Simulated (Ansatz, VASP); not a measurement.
**One calculation of Be, two programs**

The input INCAR:

```
SYSTEM = Be
PREC = Accurate
ENCUT = 600
EDIFF = 1E-6
ISMEAR = 0
SIGMA = 0.1
LREAL = .FALSE.
LASPH = .TRUE.
NELM = 80
ALGO = Normal
ISIF = 3
LWAVE = .FALSE.
LCHARG = .FALSE.
GGA = PS
IBRION = 2
NSW = 100
EDIFFG = -0.01
```

KPOINTS

```
Automatic mesh
0
G
  15 15 12
  0 0 0
```

The input POSCAR:

```
Be
1.0
    3.6013724872      0.0000000000      0.0000000000
   -1.8006862436      3.1188800624      0.0000000000
    0.0000000000      0.0000000000      3.6576000215
Be
4
Direct
    0.0000000000      0.0000000000      0.2500000000
    0.0000000000      0.0000000000      0.7500000000
    0.3333333333      0.6666666667      0.7500000000
    0.6666666667      0.3333333333      0.2500000000
```

Input for Ansatz:

```yaml
crystal:
  lattice:
    - [3.6013724872, 0.0, 0.0]
    - [-1.8006862436, 3.1188800624, 0.0]
    - [0.0, 0.0, 3.6576000215]
  atoms:
    - { symbol: Be, position: [0.0, 0.0, 0.25] }
    - { symbol: Be, position: [0.0, 0.0, 0.75] }
    - { symbol: Be, position: [0.3333333333, 0.6666666667, 0.75] }
    - { symbol: Be, position: [0.6666666667, 0.3333333333, 0.25] }
basis:
  ecutwfc: 420
kpoints:
  mp_grid: { grid: [15, 15, 12] }
hamiltonian:
  xc: pbesol
scf:
  occupations: { method: gaussian, width: 0.1 }
output:
  forces: true
  stress: true
  eigenvalues: true
relax:
  adjacent_minimum: "off"
  f_tol: 0.01
  max_steps: 80
  cell: { stress_tol: 0.05 }
```

Alike in both runs: task relaxation of cell and atoms; functional PBEsol; k mesh 15 × 15 × 12; occupations gaussian, width 0.1 eV; no spin polarisation.

|  | VASP | Ansatz |
| --- | --- | --- |
| version | VASP 6.6.1 | Ansatz 0.2.0 |
| potentials or method | VASP PAW PBE potentials, release 64 (Be), cutoff 600 eV | scalar-relativistic, plane waves, PAW |
| valence electrons in the cell | 8 | 8 |

|  | VASP | Ansatz | Ansatz less VASP |
| --- | --- | --- | --- |
| gap on the k mesh at the Fermi level, each at its own relaxed structure (eV) | none | none | - |
| relaxed volume (Å³/atom) | 10.31 | 10.29 | -0.023 |
| relaxed cell length with the largest relative difference (Å) | 3.613 | 3.610 | -0.0027 |

VASP's potentials were made for PBE, not for PBEsol. A gap of «none» marks a metal or a gap that the smearing closes.
